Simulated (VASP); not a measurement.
The system is Li.

```
Li
1.0
     0.00000   -2.20200   -2.20200
     2.20200    0.00000   -2.20200
     2.20200   -2.20200    0.00000
Li
1
Direct
  0.00000 0.00000 0.00000
```

```yaml
Program: VASP 6.6.1
Task: relaxation of cell and atoms
Functional: PBE
Potentials_or_basis: VASP PAW PBE potentials, release 64 (Li_sv)
Cutoff: 600 eV
k_mesh: 16 × 16 × 16
Occupations: gaussian, width 0.1 eV
Spin: no spin polarisation
```

At the start: pressure -0.8 GPa; volume 21.35 Å³/atom.

Q: Where does the relaxation end?

A: Over 4 steps the energy falls by 3.7 meV/atom and the volume is 19.96 Å³/atom (-6.5 %); space group Fm-3m (No. 225, to 0.05 Å).

The path:
```
step  energy change (eV)  largest force (eV/Å)  pressure (GPa)  volume (Å³)
   1              0.0000                0.0000           -0.81        21.35
   2             -0.0015                0.0000           -0.64        21.02
   3             -0.0037                0.0000           -0.05        20.05
   4             -0.0037                0.0000            0.00        19.96
```

Final structure:
```
CELL_PARAMETERS angstrom
0.00000 -2.15311 -2.15311
2.15311 0.00000 -2.15311
2.15311 -2.15311 0.00000
ATOMIC_POSITIONS crystal
Li 0.00000 0.00000 0.00000
```

Caveat: the cutoff is under 1.25 times the usual one of these potentials, so pressure, stress and relaxed cells hold a basis-set (Pulay) error.
